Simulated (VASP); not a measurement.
CoO: single point with PBEsol

CoO:

```xyz
2
Lattice="1.5055 0.8692 2.4399 -1.5055 0.8692 2.4399 0.0000 -1.7384 2.4399" Properties=species:S:1:pos:R:3 pbc="T T T"
Co    0.0000    0.0000    0.0000
O     0.0000    0.0000    3.6599
```

- Program: VASP 6.6.1
- Task: single point
- Functional: PBEsol
- Potentials or basis: VASP PAW PBE potentials, release 64 (Co, O)
- Cutoff: 520 eV
- k mesh: 18 × 18 × 18
- Occupations: gaussian, width 0.1 eV
- Spin: collinear spin, zero start
- Starting moments: [0.0, 0.0] μB
- Fixed moment: 0 μB
- Dipole correction: no
- Further INCAR settings: ALGO = Normal; EDIFF = 1e-06; NBANDS = 18

```yaml
Pressure: -27.5 GPa
Net_moment: 0.00 μB per cell
Valence_electrons_inside_the_program's_atomic_spheres: Co 7.93; O 4.89
```

Stress tensor (GPa, compression positive):
```
-27.66   0.00   0.00
  0.00 -27.66   0.00
  0.00   0.00 -27.25
```

It took 3.5 min on 1 thread of Oxide Virtual Turin-like Processor (shared host), peak memory 0.37 GiB.

Caveat: the cell stands under tension; the PAW data sets were made with another functional, which shifts forces and pressure a little; the total moment is fixed, so each spin has its own Fermi level.
